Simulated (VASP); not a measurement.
# AgCl4 (P4/mmm) in VASP: notebook

Runs on AgCl4. Level: PBE. Tasks: single point, relaxation of cell and atoms.

Everything below comes from runs of VASP 6.6.1. Logs are shortened: lines on timing, memory, paths and dates and some standing lists are left out, and cuts for length are marked.

## Step 1: The cell of the first run

The structure is tetragonal, space group P4/mmm (No. 123). Conventional cell: a = 4.159 Å, b = 4.159 Å, c = 7.959 Å, α = 90.00°, β = 90.00°, γ = 90.00°. Ag (site symmetry 4/mmm) has 8 Cl at 2.74 Å within 3.6 Å. Within 3.6 Å of Cl (site symmetry 2mm) lie 2 Ag at 2.74 Å and 5 Cl at 2.94 to 3.58 Å.

## Step 2: Single point, PBE (atoms taken out)

File INCAR:

```
ALGO = Normal ; EDIFF = 1E-6
ENCUT = 520 ; GGA = PE
ISIF = 2 ; ISMEAR = 0
LASPH = T ; LCHARG = T
LELF = T ; LREAL = F
LVHAR = T ; LWAVE = F
NBANDS = 28 ; NELM = 80
PREC = Accurate ; SIGMA = 0.1
```

File KPOINTS:

```
k-points
0
Gamma
  8 8 6
```

File POSCAR:

```
AgCl4
1.0
    4.1585072996      0.0000000000      0.0000000000
    0.0000000000      4.1585072996      0.0000000000
    0.0000000000      0.0000000000      7.9586366728
Ag Cl
1 4
Direct
    0.0000000000      0.0000000000      0.0000000000
    0.5000000000      0.0000000000      0.2246130711
    0.0000000000      0.5000000000      0.7753869289
    0.5000000000      0.0000000000      0.7753869289
    0.0000000000      0.5000000000      0.2246130711
```

Potentials or basis: VASP PAW PBE potentials, release 64 (Ag, Cl).

Run with:

```bash
$ cat potpaw_PBE.64/Ag/POTCAR potpaw_PBE.64/Cl/POTCAR > POTCAR
$ mpirun -np 1 vasp_std > vasp.out
```

OUTCAR:

```text
EDIFF = 1E-6
   ENCUT = 520
   GGA = PE
   ISIF = 2
   ISMEAR = 0
   LASPH = T
   LREAL = F
   NELM = 80
   PREC = Accurate

 ion  position               nearest neighbor table
   1  0.000  0.000  0.000-   2 2.74   3 2.74   4 2.74   5 2.74   3 2.74   5 2.74   2 2.74   4 2.74

   2  0.500  0.000  0.225-   1 2.74   1 2.74
   3  0.000  0.500  0.775-   1 2.74   1 2.74
   4  0.500  0.000  0.775-   1 2.74   1 2.74
   5  0.000  0.500  0.225-   1 2.74   1 2.74

  LATTYP: Found a simple tetragonal cell.
 ALAT       =     4.1585072996
 C/A-ratio  =     1.9138205369

  Lattice vectors:

 A1 = (   4.1585072996,   0.0000000000,   0.0000000000)
 A2 = (   0.0000000000,   4.1585072996,   0.0000000000)
 A3 = (   0.0000000000,   0.0000000000,   7.9586366728)

Analysis of symmetry for initial positions (statically):
=====================================================================
 Subroutine PRICEL returns:
 Original cell was already a primitive cell.

 Routine SETGRP: Setting up the symmetry group for a
 simple tetragonal supercell.

 Subroutine GETGRP returns: Found 16 space group operations
 (whereof 16 operations were pure point group operations)
 out of a pool of 16 trial point group operations.

The static configuration has the point symmetry D_4h.

Analysis of symmetry for dynamics (positions and initial velocities):
=====================================================================
 Subroutine PRICEL returns:
 Original cell was already a primitive cell.

 Routine SETGRP: Setting up the symmetry group for a
 simple tetragonal supercell.

 Subroutine GETGRP returns: Found 16 space group operations
 (whereof 16 operations were pure point group operations)
 out of a pool of 16 trial point group operations.

The dynamic configuration has the point symmetry D_4h.

 Subroutine INISYM returns: Found 16 space group operations
 (whereof 16 operations are pure point group operations),
 and found     1 'primitive' translations

----------------------------------------------------------------------------------------

                                     Primitive cell

  volume of cell :     137.6302

  direct lattice vectors                    reciprocal lattice vectors
     4.158507300  0.000000000  0.000000000     0.240470902  0.000000000  0.000000000
     0.000000000  4.158507300  0.000000000     0.000000000  0.240470902  0.000000000
     0.000000000  0.000000000  7.958636673     0.000000000  0.000000000  0.125649661

  length of vectors
     4.158507300  4.158507300  7.958636673     0.240470902  0.240470902  0.125649661

  position of ions in fractional coordinates (direct lattice)
     0.000000000  0.000000000  0.000000000
     0.500000000  0.000000000  0.224613071
     0.000000000  0.500000000  0.775386929
     0.500000000  0.000000000  0.775386929
     0.000000000  0.500000000  0.224613071

  ion indices of the primitive-cell ions
   primitive index   ion index
                 1           1
                 2           2
                 3           3
                 4           4
                 5           5

----------------------------------------------------------------------------------------

 KPOINTS: k-points

Automatic generation of k-mesh.
 Grid dimensions read from file:
 generate k-points for:    8    8    6

 Generating k-lattice:

  Cartesian coordinates                     Fractional coordinates (reciprocal lattice)
     0.030058863  0.000000000  0.000000000     0.125000000  0.000000000  0.000000000
     0.000000000  0.030058863  0.000000000     0.000000000  0.125000000  0.000000000
     0.000000000  0.000000000  0.020941610     0.000000000  0.000000000  0.166666667

  Length of vectors
     0.030058863  0.030058863  0.020941610

  Shift w.r.t. Gamma in fractional coordinates (k-lattice)
     0.000000000  0.000000000  0.000000000

 Subroutine IBZKPT returns following result:
 ===========================================

 Found     60 irreducible k-points:

 Following reciprocal coordinates:
            Coordinates               Weight
  0.000000  0.000000  0.000000      1.000000
  0.125000  0.000000  0.000000      4.000000
  0.250000  0.000000  0.000000      4.000000
  0.375000  0.000000  0.000000      4.000000
  0.500000  0.000000  0.000000      2.000000
  0.125000  0.125000  0.000000      4.000000
[... 16 lines left out ...]
  0.375000  0.125000  0.166667     16.000000
  0.500000  0.125000  0.166667      8.000000
 [... further k-points ...]
   k-points           NKPTS =     60   k-points in BZ     NKDIM =     60   number of bands    NBANDS=     28
   number of dos      NEDOS =    301   number of ions     NIONS =      5
   total plane-waves  NPLWV =  61440
   dimension x,y,z NGX =    32 NGY =   32 NGZ =   60
   dimension x,y,z NGXF=    64 NGYF=   64 NGZF=  120
   ions per type =               1   4
   NGX,Y,Z   is equivalent  to a cutoff of  12.79, 12.79, 12.53 a.u.
   NGXF,Y,Z  is equivalent  to a cutoff of  25.59, 25.59, 25.07 a.u.
[... 27 lines left out ...]
   IALGO  =     38    algorithm
   IMIX   =      4    mixing-type and parameters
     AMIX     =   0.40;   BMIX     =  1.00
     AMIX_MAG =   1.60;   BMIX_MAG =  1.00
  volume/ion in A,a.u.               =      27.53       185.75
  Fermi-wavevector in a.u.,A,eV,Ry     =   1.075289  2.032001 15.731685  1.156246
  Thomas-Fermi vector in A             =   2.211141
   LORBIT       =      0    0 simple, 1 ext, 2 COOP (PROOUT), +10 PAW based schemes
   GGA     = PE    functional components
   LHFCALC =     F    Hartree Fock is set to
   AEXX    =    0.0000 exact exchange contribution
   IVDW    =     0    specifies the selected vdW correction
   LEPSILON=     F    determine dielectric tensor
   LRPA    =     F    only Hartree local field effects (RPA)
 non-spin polarized calculation
 Gauss-broadening in eV      SIGMA  =   0.10
  energy-cutoff  :      520.00
  volume of cell :      137.63
 maximum number of plane-waves:      3740
 NGX is ok and might be reduce to    32
   NGX = 15   NGY = 15   NGZ = 29

 number of electron      38.9999995 magnetization

 Free energy of the ion-electron system (eV)
  ---------------------------------------------------
  ext. energy  EPLUGINS =         0.00000000
  ---------------------------------------------------
  free energy    TOTEN  =        -9.21646131 eV

  energy without entropy =       -9.18616336  energy(sigma->0) =       -9.20131233

 E-fermi :   0.2819     XC(G=0):  -8.0949

 val. band max:        0.2816841759   @ k =   0.3750   0.3750   0.1667
 cond. band min:       0.2891155837   @ k =   0.3750   0.3750   0.3333
 fundamental gap:      0.0074314078
 Fermi energy:         0.2818635826

 k-point     1 :       0.0000    0.0000    0.0000
  band No.  band energies     occupation
      1     -14.7303      2.00000
      2     -14.5207      2.00000
      3     -12.8832      2.00000
      4     -12.7325      2.00000
      5      -4.0008      2.00000
      6      -4.0008      2.00000
[... 20 lines left out ...]
     27       9.0994      0.00000
     28       9.9691      0.00000

 k-point     2 :       0.1250    0.0000    0.0000
  band No.  band energies     occupation
      1     -14.6666      2.00000
      2     -14.4632      2.00000
      3     -12.9595      2.00000
      4     -12.8149      2.00000
      5      -3.9467      2.00000
      6      -3.8880      2.00000
[... 20 lines left out ...]
     27       9.1310      0.00000
     28      10.3241      0.00000

 k-point     3 :       0.2500    0.0000    0.0000
  band No.  band energies     occupation
      1     -14.4825      2.00000
      2     -14.2960      2.00000
      3     -13.1745      2.00000
      4     -13.0412      2.00000
      5      -3.8037      2.00000
      6      -3.5721      2.00000
[... 20 lines left out ...]
     27       9.1003      0.00000
     28      10.8910      0.00000

 k-point     4 :       0.3750    0.0000    0.0000
  band No.  band energies     occupation
      1     -14.1994      2.00000
      2     -14.0353      2.00000
      3     -13.4892      2.00000
      4     -13.3594      2.00000
      5      -3.6372      2.00000
      6      -3.4905      2.00000
[... 578 lines left out ...]
     27       9.4088      0.00000
     28      10.8905      0.00000

 k-point    23 :       0.3750    0.1250    0.1667
  band No.  band energies     occupation
      1     -14.1576      2.00000
      2     -14.0066      2.00000
      3     -13.4978      2.00000
      4     -13.3794      2.00000
      5      -3.8139      2.00000
      6      -3.7364      2.00000
[... 20 lines left out ...]
     27      10.1586      0.00000
     28      10.6028      0.00000

 k-point    24 :       0.5000    0.1250    0.1667
  band No.  band energies     occupation
      1     -13.8592      2.00000
      2     -13.8030      2.00000
      3     -13.7120      2.00000
      4     -13.6912      2.00000
      5      -3.7071      2.00000
      6      -3.6940      2.00000
[... 20 lines left out ...]
     27      10.5211      0.00000
     28      11.4688      0.00000

 [... further k-points ...]
[... 5 lines left out ...]
  --------------------------------------------------------------------------------------
  -------------------------------------------------------------------------------------
  Total       -0.0995950     -0.0995950     -0.0644173      0.0000000      0.0000000      0.0000000
  in kB       -1.1594035     -1.1594035     -0.7498932      0.0000000      0.0000000      0.0000000
  external PRESSURE =      -1.0229000 kB  Pullay stress =       0.0000000 kB

 VOLUME and BASIS-vectors are now :
 -----------------------------------------------------------------------------
  energy-cutoff  :      520.00
  volume of cell :      137.63
      direct lattice vectors                 reciprocal lattice vectors
     4.158507300  0.000000000  0.000000000     0.240470902  0.000000000  0.000000000
     0.000000000  4.158507300  0.000000000     0.000000000  0.240470902  0.000000000
     0.000000000  0.000000000  7.958636673     0.000000000  0.000000000  0.125649661

 POSITION                                       TOTAL-FORCE (eV/Angst)
 -----------------------------------------------------------------------------------
      0.00000      0.00000      0.00000         0.000000     -0.000000      0.000000
      2.07925      0.00000      1.78761         0.000000     -0.000000     -0.003594
      0.00000      2.07925      6.17102         0.000000      0.000000      0.003594
      2.07925      0.00000      6.17102        -0.000000     -0.000000      0.003594
      0.00000      2.07925      1.78761         0.000000      0.000000     -0.003594
 -----------------------------------------------------------------------------------
    total drift:                                0.000000      0.000000      0.000000

  FREE ENERGIE OF THE ION-ELECTRON SYSTEM (eV)
  ---------------------------------------------------
  free  energy   TOTEN  =        -9.2164613100 eV

  energy  without entropy=       -9.1861633561  energy(sigma->0) =       -9.20131233
```

Run time: 86 s. Hardware: 1 thread of Intel Xeon 6975P-C (Granite Rapids), shared host; peak memory 0.35 GiB.

Results:

```
Free energy            : -9.2165 eV
Pressure               : -0.1 GPa
Largest force          : 0.004 eV/Å
Band gap on the k mesh : zero (an odd number of electrons rules out a gap without spin polarisation)
```

Forces on the atoms (eV/Å):
```
Ag   0.000  0.000  0.000
Cl   0.000  0.000 -0.004
Cl   0.000  0.000  0.004
Cl   0.000  0.000  0.004
Cl   0.000  0.000 -0.004
```

Levels at points of the mesh, in eV from the Fermi level:
| k point | band 15 | band 16 | band 17 | band 18 | band 19 | band 20 | band 21 | band 22 | band 23 | band 24 |
| --- | --- | --- | --- | --- | --- | --- | --- | --- | --- | --- |
| (0.00, 0.00, 0.00) | -1.55 | -0.69 | -0.20 | -0.07 | -0.07 | 0.38 | 0.38 | 4.18 | 6.89 | 7.04 |
| (0.50, 0.00, 0.00) | -1.80 | -1.70 | -1.45 | -1.36 | -0.88 | -0.51 | -0.42 | 5.52 | 7.40 | 8.57 |
| (0.50, 0.50, 0.00) | -2.14 | -0.41 | -0.41 | 0.33 | 0.64 | 0.70 | 0.72 | 4.36 | 7.41 | 8.37 |
| (0.00, 0.00, 0.50) | -1.57 | -0.81 | -0.12 | -0.07 | -0.07 | 0.37 | 0.37 | 4.71 | 6.64 | 7.49 |
| (0.50, 0.00, 0.50) | -1.84 | -1.71 | -1.66 | -1.35 | -0.78 | -0.56 | -0.53 | 5.61 | 7.72 | 8.73 |
| (0.50, 0.50, 0.50) | -2.13 | -0.55 | -0.55 | 0.32 | 0.64 | 0.70 | 0.72 | 4.56 | 7.99 | 8.09 |

Caveat: the cell differs from its parent crystal (atoms taken out); this functional lacks dispersion, which binds layers or chains, so the pressure and a relaxed spacing across them are unreliable; an odd number of electrons without spin polarisation forces a metal; a magnetic or distorted state may lie lower.

## Step 3: Single point, PBE (atoms taken out)

File INCAR:

```
ALGO = Normal
EDIFF = 1E-6
ENCUT = 520
GGA = PE
ISIF = 2
ISMEAR = 0
LASPH = True
LCHARG = False
LREAL = False
LWAVE = False
NBANDS = 28
NELM = 80
PREC = Accurate
SIGMA = 0.1
```

File KPOINTS:

```
k-points
0
Gamma
  10 10 6
```

POSCAR is that of step 2.

Potentials or basis: VASP PAW PBE potentials, release 64 (Ag, Cl).

Run with:

```bash
$ cat potpaw_PBE.64/Ag/POTCAR potpaw_PBE.64/Cl/POTCAR > POTCAR
$ mpirun -np 1 vasp_std > vasp.out
```

Run time: 2 min. Hardware: 1 thread of Intel Xeon 6975P-C (Granite Rapids), shared host; peak memory 0.41 GiB.

It converged, with:

* Free energy: -9.2233 eV
* Pressure: -0.1 GPa
* Largest force: 0.007 eV/Å
* Band gap on the k mesh: zero (an odd number of electrons rules out a gap without spin polarisation)

Forces in eV/Å, atoms in the order of the input:
```
Ag   0.000  0.000  0.000
Cl   0.000  0.000 -0.007
Cl   0.000  0.000  0.007
Cl   0.000  0.000  0.007
Cl   0.000  0.000 -0.007
```

Levels at points of the mesh, in eV from the Fermi level:
```tsv
k point	band 17	band 18	band 19	band 20	band 21	band 22
(0.00, 0.00, 0.00)	-0.22	-0.09	-0.09	0.36	0.36	4.17
(0.50, 0.00, 0.00)	-1.47	-1.38	-0.90	-0.53	-0.44	5.50
(0.50, 0.50, 0.00)	-0.43	0.31	0.62	0.68	0.70	4.35
(0.00, 0.00, 0.50)	-0.13	-0.09	-0.09	0.35	0.35	4.69
(0.50, 0.00, 0.50)	-1.68	-1.37	-0.79	-0.57	-0.54	5.59
(0.50, 0.50, 0.50)	-0.57	0.30	0.62	0.67	0.70	4.54
```

Caveat: the cell differs from its parent crystal (atoms taken out); this functional lacks dispersion, which binds layers or chains, so the pressure and a relaxed spacing across them are unreliable; an odd number of electrons without spin polarisation forces a metal; a magnetic or distorted state may lie lower.

## Step 4: Relaxation of cell and atoms, PBE (atoms taken out)

File INCAR:

```
  PREC = Accurate
  ENCUT = 600
  EDIFF = 1E-7
  ISMEAR = 0
  SIGMA = 0.1
  LREAL = False
  LASPH = True
  NELM = 60
  ALGO = Normal
  ISIF = 3
  LWAVE = False
  LCHARG = False
  GGA = PE
  IBRION = 2
  NSW = 100
  EDIFFG = -0.01
```

File KPOINTS:

```
Automatic mesh
0
Gamma
  8 8 6
```

File POSCAR:

```
AgCl4
1.0
    4.4139805200      0.0000000000      0.0000000000
    0.0000000000      4.4139805200      0.0000000000
    0.0000000000      0.0000000000      6.2423111100
Ag Cl
1 4
Direct
    0.0000000000      0.0000000000      0.0000000000
    0.5000000000      0.0000000000      0.2500000000
    0.0000000000      0.5000000000      0.7500000000
    0.5000000000      0.0000000000      0.7500000000
    0.0000000000      0.5000000000      0.2500000000
```

Run with:

```bash
$ cat potpaw_PBE.64/Ag/POTCAR potpaw_PBE.64/Cl/POTCAR > POTCAR
$ mpirun -np 1 vasp_std > vasp.out
```

Wall time 24 min (1 thread of Intel Xeon 6975P-C (Granite Rapids), shared host); peak memory 0.37 GiB.

The run converged. Its results:

| Item | Value |
| --- | --- |
| Free energy | -9.2074 eV |
| Relaxed volume | 26.66 Å³/atom |
| Relaxed cell | a = 4.158 Å, b = 4.158 Å, c = 7.708 Å, α = 90.00°, β = 90.00°, γ = 90.00° |
| Space group after relaxing (to 0.1 Å) | P4/mmm (No. 123) |
| Energy gained by relaxing | 44.9 meV/atom |
| Ionic steps | 30 |
| Pressure after relaxing | 0.0 GPa |
| Largest force after relaxing | 0.009 eV/Å |
| Band gap on the k mesh | zero (an odd number of electrons rules out a gap without spin polarisation) |

Forces on the atoms (eV/Å):
```
Ag   0.000  0.000  0.000
Cl   0.000  0.000 -0.009
Cl   0.000  0.000  0.009
Cl   0.000  0.000  0.009
Cl   0.000  0.000 -0.009
```

The path:
| step | energy change (eV) | largest force (eV/Å) | pressure (GPa) | volume (Å³) |
| --- | --- | --- | --- | --- |
| 1 | 0.0000 | 0.0502 | 0.36 | 121.62 |
| 2 | -0.0019 | 0.0188 | 0.04 | 122.59 |
| 3 | -0.0021 | 0.0068 | -0.09 | 122.96 |
| 4 | -0.0031 | 0.0017 | -0.11 | 122.99 |
| 5 | -0.0084 | 0.0262 | -0.17 | 123.06 |
| 6 | -0.0258 | 0.0722 | -0.29 | 123.18 |
| 7 | -0.0758 | 0.1522 | -0.45 | 123.26 |
| 8 | -0.1466 | 0.2338 | -0.32 | 122.90 |
| 9 | -0.1488 | 0.2360 | -0.17 | 122.67 |
| 10 | -0.1490 | 0.2360 | -0.21 | 122.74 |
| 11 | -0.1497 | 0.2348 | -0.19 | 122.72 |
| 12 | -0.1507 | 0.2300 | -0.11 | 122.68 |
| 13 | -0.1508 | 0.2281 | -0.08 | 122.66 |
| 14 | -0.1519 | 0.2248 | -0.07 | 122.64 |
| 15 | -0.1549 | 0.2159 | -0.02 | 122.58 |
| 16 | -0.1606 | 0.1984 | 0.08 | 122.45 |
| 17 | -0.1701 | 0.1616 | 0.30 | 122.20 |
| 18 | -0.1815 | 0.0822 | 0.77 | 121.69 |
| 19 | -0.1696 | 0.1036 | 1.88 | 120.67 |
| 20 | -0.1830 | 0.0418 | 1.01 | 121.44 |
| 21 | -0.1878 | 0.0406 | 0.86 | 122.11 |
| 22 | -0.1983 | 0.0376 | 0.45 | 124.12 |
| 23 | -0.2039 | 0.0340 | -0.26 | 128.21 |
| 24 | -0.2043 | 0.0346 | -0.13 | 127.33 |
| 25 | -0.2072 | 0.0282 | -0.09 | 127.60 |
| 26 | -0.2142 | 0.0092 | 0.03 | 128.38 |
| 27 | -0.2211 | 0.0229 | 0.31 | 129.91 |
| 28 | -0.2216 | 0.0347 | 0.44 | 130.49 |
| 29 | -0.2246 | 0.0011 | 0.04 | 132.80 |
| 30 | -0.2247 | 0.0087 | -0.04 | 133.29 |

Final structure:
```yaml
crystal:
  lattice:
    - [4.15838, 0.00000, 0.00000]
    - [0.00000, 4.15838, 0.00000]
    - [0.00000, 0.00000, 7.70812]
  atoms:
    - { symbol: Ag, position: [0.00000, 0.00000, 0.00000] }
    - { symbol: Cl, position: [0.50000, 0.00000, 0.23175] }
    - { symbol: Cl, position: [0.00000, 0.50000, 0.76825] }
    - { symbol: Cl, position: [0.50000, 0.00000, 0.76825] }
    - { symbol: Cl, position: [0.00000, 0.50000, 0.23175] }
```

Levels at points of the mesh, in eV from the Fermi level:
```
           k point  band 15  band 16  band 17  band 18  band 19  band 20  band 21  band 22  band 23
(0.00, 0.00, 0.00)    -1.55    -0.65    -0.23    -0.08    -0.08     0.38     0.38     4.17     6.92
(0.50, 0.00, 0.00)    -1.78    -1.69    -1.40    -1.37    -0.91    -0.51    -0.39     5.51     7.40
(0.50, 0.50, 0.00)    -2.15    -0.38    -0.38     0.33     0.64     0.70     0.71     4.33     7.37
(0.00, 0.00, 0.50)    -1.58    -0.84    -0.09    -0.07    -0.07     0.37     0.37     4.76     6.65
(0.50, 0.00, 0.50)    -1.85    -1.72    -1.71    -1.35    -0.76    -0.59    -0.53     5.63     7.75
(0.50, 0.50, 0.50)    -2.13    -0.59    -0.59     0.32     0.65     0.69     0.72     4.59     8.04
```

Caveat: the cell differs from its parent crystal (atoms taken out); a cell axis changed by over 15 % at a fixed basis, so the end point is rough; this functional lacks dispersion, which binds layers or chains, so the pressure and a relaxed spacing across them are unreliable; an odd number of electrons without spin polarisation forces a metal; a magnetic or distorted state may lie lower.

## Step 5: Summary

```tsv
task	cell	k mesh	cutoff (eV)	gap on the mesh (eV)	pressure (GPa)	largest force (eV/Å)
single point	a = 4.159, b = 4.159, c = 7.959 Å, 5 atoms, atomic positions A	8 × 8 × 6	520	none	-0.1	-
single point	a = 4.159, b = 4.159, c = 7.959 Å, 5 atoms, atomic positions A	10 × 10 × 6	520	none	-0.1	0.01
relaxation of cell and atoms	relaxed from a = 4.414, b = 4.414, c = 6.242 Å, 5 atoms, atomic positions B	8 × 8 × 6	600	none	0.0	0.01
```

Alike in all rows: level PBE; potentials or basis VASP PAW PBE potentials, release 64 (Ag, Cl); no spin polarisation; smearing gaussian 0.1 eV.

Caveats: this functional lacks dispersion, which binds layers or chains, so the pressure and a relaxed spacing across them are unreliable; an odd number of electrons without spin polarisation forces a metal; a magnetic or distorted state may lie lower; a cell axis changed by over 15 % at a fixed basis, so the end point is rough (at least some runs).

Total energies depend on the potentials used, so only differences within one code and one set of settings carry meaning.
